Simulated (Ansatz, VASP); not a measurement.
**C in VASP and in Ansatz**

File INCAR:

```
SYSTEM = C
ALGO     = Normal         ! electronic algorithm
EDIFF    = 1E-6           ! SCF threshold, eV
ENCUT    = 520            ! plane-wave cutoff, eV
ISIF     = 2              ! what is computed and relaxed
ISMEAR   = 0              ! smearing method
LASPH    = .TRUE.         ! aspherical terms in the spheres
LCHARG   = .TRUE.         ! write CHGCAR
LELF     = .TRUE.         ! ELF
LREAL    = .FALSE.        ! projectors in reciprocal space
LVHAR    = .TRUE.       
LWAVE    = .FALSE.        ! write WAVECAR
NBANDS   = 26             ! bands
NELM     = 60             ! most SCF steps
PREC     = Accurate       ! precision mode
SIGMA    = 0.1            ! smearing width, eV
```

File KPOINTS:

```
k-points
0
G
  14 8 6
  0 0 0
```

Contents of POSCAR:

```
C
1.0
    2.4455497234      0.0000000000      0.0000000000
    0.0000000000      4.2334729555      0.0000000000
    0.0000000000      0.0000000000      6.7353219677
C
8
Direct
    0.5000000000      0.6666982411      0.5000000000
    0.0000000000      0.8333017589      0.5000000000
    0.5000000000      0.1666982411      0.0000000000
    0.0000000000      0.3333017589      0.0000000000
    0.0000000000      0.6666982411      0.0000000000
    0.5000000000      0.8333017589      0.0000000000
    0.0000000000      0.1666982411      0.5000000000
    0.5000000000      0.3333017589      0.5000000000
```

Input for Ansatz:

```yaml
crystal:
  lattice:
    - [2.4455496832, 0.0, 0.0]
    - [0.0, 4.2334728944, 0.0]
    - [0.0, 0.0, 6.7353210276]
  atoms:
    - { symbol: C, position: [0.5, 0.6666982367, 0.5] }
    - { symbol: C, position: [0.0, 0.8333017633, 0.5] }
    - { symbol: C, position: [0.5, 0.1666982367, 0.0] }
    - { symbol: C, position: [0.0, 0.3333017633, 0.0] }
    - { symbol: C, position: [0.0, 0.6666982367, 0.0] }
    - { symbol: C, position: [0.5, 0.8333017633, 0.0] }
    - { symbol: C, position: [0.0, 0.1666982367, 0.5] }
    - { symbol: C, position: [0.5, 0.3333017633, 0.5] }
basis:
  ecutwfc: 420
kpoints:
  mp_grid: { grid: [14, 8, 6] }
hamiltonian:
  xc: lda
scf:
  occupations: { method: gaussian, width: 0.1 }
output:
  forces: true
  stress: true
  eigenvalues: true
  write_density: true
  write_potential: true
  elf: true
  volumetric_format: npy
```

Alike in both runs: task single point; functional LDA; k mesh 14 × 8 × 6; occupations gaussian, width 0.1 eV; no spin polarisation.

```csv
,VASP,Ansatz
version,VASP 6.6.1,Ansatz 0.2.0
potentials or method,"VASP PAW LDA potentials, release 64 (C), cutoff 520 eV","scalar-relativistic, plane waves, PAW"
valence electrons in the cell,32,32
```

```tsv
	VASP	Ansatz	Ansatz less VASP
gap on the k mesh at the Fermi level (eV)	none	none	-
pressure (GPa)	0.8	0.0	-0.80
traceless stress, the component that is largest in VASP (GPa)	-1.02	-0.10	+0.922
rms of the force components (eV/Å)	0.007	0.008	0.0000
```

LDA's correlation is that of Perdew and Zunger in VASP and of Perdew and Wang (1992) in Ansatz. Atom by atom the forces differ by 0.000 eV/Å (rms over components). A gap of «none» marks a metal or a gap that the smearing closes.
